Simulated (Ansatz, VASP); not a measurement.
## NaCl: VASP beside Ansatz

```
CELL_PARAMETERS angstrom
3.50219 0.00000 0.00000
0.00000 3.50219 0.00000
0.00000 0.00000 3.36210
ATOMIC_POSITIONS crystal
Na 0.00000 0.00000 0.00000
Cl 0.50000 0.50000 0.50000
```

Change from the starting cell: strain +0.000 along x and y, -0.040 along z, atoms carried along.

Alike in both runs: task single point; functional PBEsol; k mesh 6 × 6 × 6; occupations gaussian, width 0.05 eV; no spin polarisation.

```csv
,VASP,Ansatz
version,VASP 6.6.1,Ansatz 0.2.0
potentials or method,"VASP PAW PBE potentials, release 64 (Na_pv, Cl), cutoff 520 eV","scalar-relativistic, plane waves, PAW"
valence electrons in the cell,14,16
```

```tsv
	VASP	Ansatz	Ansatz less VASP
gap on the k mesh at the Fermi level (eV)	3.76	3.77	+0.003
least direct gap on the mesh (eV)	4.23	4.23	+0.003
pressure (GPa)	-0.1	-0.1	0.00
traceless stress, the component that is largest in VASP (GPa)	2.19	2.19	-0.001
```

VASP's potentials were made for PBE, not for PBEsol. VASP's potentials hold 14 valence electrons a cell and Ansatz's 16, so a difference there can come from the potentials and not from the codes.
